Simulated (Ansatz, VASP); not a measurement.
# One calculation of Cu, two programs

File INCAR:

```
ALGO = Normal ; EDIFF = 1E-7
ENCUT = 520 ; GGA = PE
ISIF = 2 ; ISMEAR = 0
LASPH = T ; LCHARG = F
LREAL = F ; LWAVE = F
NBANDS = 12 ; NELM = 100
PREC = Accurate ; SIGMA = 0.15
```

File KPOINTS:

```
k-points
0
Gamma
  24 24 24
```

The input POSCAR:

```
Cu
1.0
   -1.3629978198      1.3629978198      1.4424605927
    1.3629978198     -1.3629978198      1.4424605927
    1.3629978198      1.3629978198     -1.4424605927
Cu
1
Direct
    0.0000000000      0.0000000000      0.0000000000
```

Input for Ansatz:

```yaml
crystal:
  lattice:
    - [-1.3629978198, 1.3629978198, 1.4424605927]
    - [1.3629978198, -1.3629978198, 1.4424605927]
    - [1.3629978198, 1.3629978198, -1.4424605927]
  atoms:
    - { symbol: Cu, position: [0.0, 0.0, 0.0] }
basis:
  ecutwfc: 520.0
kpoints:
  mp_grid: { grid: [24, 24, 24] }
hamiltonian:
  xc: pbe
  pseudopotentials: { kind: paw, azcp: { folder: soft_1 } }
scf:
  occupations: { method: gaussian, width: 0.15 }
output:
  forces: true
  stress: true
  eigenvalues: true
```

Alike in both runs: task single point; functional PBE; k mesh 24 × 24 × 24; occupations gaussian, width 0.15 eV; no spin polarisation.

|  | VASP | Ansatz |
| --- | --- | --- |
| version | VASP 6.6.1 | Ansatz 0.2.0 |
| potentials or method | VASP PAW PBE potentials, release 64 (Cu), cutoff 520 eV | scalar-relativistic, plane waves, PAW |
| valence electrons in the cell | 11 | 19 |

```csv
,VASP,Ansatz,Ansatz less VASP
gap on the k mesh at the Fermi level (eV),none,none,-
pressure (GPa),21.4,20.8,-0.67
"traceless stress, the component that is largest in VASP (GPa)",0.66,0.64,-0.016
```

A gap of «none» marks a metal or a gap that the smearing closes. VASP's potentials hold 11 valence electrons a cell and Ansatz's 19, so a difference there can come from the potentials and not from the codes.
